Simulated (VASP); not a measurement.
BAs, 2 atoms in the cell. It takes space group F-43m (No. 216, cubic). The conventional cell has a = 4.715 Å, b = 4.715 Å, c = 4.715 Å, α = 90.00°, β = 90.00°, γ = 90.00°. As (site symmetry -43m) has 4 B at 2.04 Å within 2.7 Å. Within 2.7 Å of B (site symmetry -43m) lie 4 As at 2.04 Å. 

| Item | Value |
| --- | --- |
| Program | VASP 6.6.1 |
| Task | single point |
| Functional | PBEsol |
| Potentials or basis | VASP PAW PBE potentials, release 64 (As, B) |
| Cutoff | 520 eV |
| k mesh | 10 × 10 × 10 |
| Occupations | fermi-dirac, width 0.05 eV |
| Spin | no spin polarisation |
| Dipole correction | no |
| Further INCAR settings | ALGO = Normal; EDIFF = 1e-06; NBANDS = 11 |

Potentials or basis: VASP PAW PBE potentials, release 64 (As, B).

Command:

```bash
$ cat potpaw_PBE.64/As/POTCAR potpaw_PBE.64/B/POTCAR > POTCAR
$ mpirun -np 1 vasp_std > vasp.out
```

Hardware: 1 thread of Intel Xeon 6975P-C, with other jobs on the host.

Task: How long does it take, and how much memory?

Result: It took 12 s on 1 thread of Intel Xeon 6975P-C, on a shared host, peak memory 0.16 GiB. Counts: scf iterations 12, k points 47.
